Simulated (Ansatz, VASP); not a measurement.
# WSe2: VASP beside Ansatz

INCAR

```
  PREC = Accurate
  ENCUT = 520
  EDIFF = 1E-6
  ISMEAR = 0
  SIGMA = 0.02
  LREAL = False
  LASPH = True
  NELM = 60
  ALGO = Normal
  ISIF = 2
  LWAVE = False
  LCHARG = False
  LDIPOL = True
  IDIPOL = 3
  DIPOL = 0.5 0.5 0.500
  GGA = PE
  IVDW = 12
  NBANDS = 20
```

Contents of KPOINTS:

```
Automatic mesh
0
Gamma
  9 9 1
```

Contents of POSCAR:

```
WSe2
1.0
    3.3730000000      0.0000000000      0.0000000000
   -1.6865000000      2.9211036870      0.0000000000
    0.0000000000      0.0000000000     32.7373831004
Se W
2 1
Direct
    0.3333333333      0.6666666667      0.4458570041
    0.3333333333      0.6666666667      0.5541429959
    0.6666666667      0.3333333333      0.5000000000
```

Input for Ansatz:

```yaml
crystal:
  lattice:
    - [3.373, 0.0, 0.0]
    - [-1.6865, 2.921103687, 0.0]
    - [0.0, 0.0, 32.7373831004]
  atoms:
    - { symbol: Se, position: [0.3333333333, 0.6666666667, 0.4458570041] }
    - { symbol: W, position: [0.6666666667, 0.3333333333, 0.5] }
    - { symbol: Se, position: [0.3333333333, 0.6666666667, 0.5541429959] }
  periodic: [true, true, false]
basis:
  ecutwfc: 420
kpoints:
  mp_grid: { grid: [9, 9, 1] }
hamiltonian:
  xc: pbe
  pseudopotentials: { kind: paw, azcp: { folder: soft_1 } }
  dispersion: d3bj
scf:
  occupations: { method: gaussian, width: 0.02 }
output:
  forces: true
  stress: true
  eigenvalues: true
```

Alike in both runs: task single point; functional PBE; dispersion D3(BJ); k mesh 9 × 9 × 1; occupations gaussian, width 0.02 eV; no spin polarisation.

```csv
,VASP,Ansatz
version,VASP 6.6.1,Ansatz 0.2.0
potentials or method,"VASP PAW PBE potentials, release 64 (Se, W_sv), cutoff 520 eV","scalar-relativistic, plane waves, PAW"
valence electrons in the cell,26,46
```

Ansatz gave:

* gap on the k mesh at the Fermi level (eV): 1.45
* least direct gap on the mesh (eV): 1.55
* rms of the force components (eV/Å): 0.821

Q: Estimate VASP's values.

A: gap on the k mesh at the Fermi level (eV): 1.46; least direct gap on the mesh (eV): 1.55; rms of the force components (eV/Å): 0.807.

VASP's potentials hold 26 valence electrons a cell and Ansatz's 46, so a difference there can come from the potentials and not from the codes.

Spin-orbit coupling is off throughout.
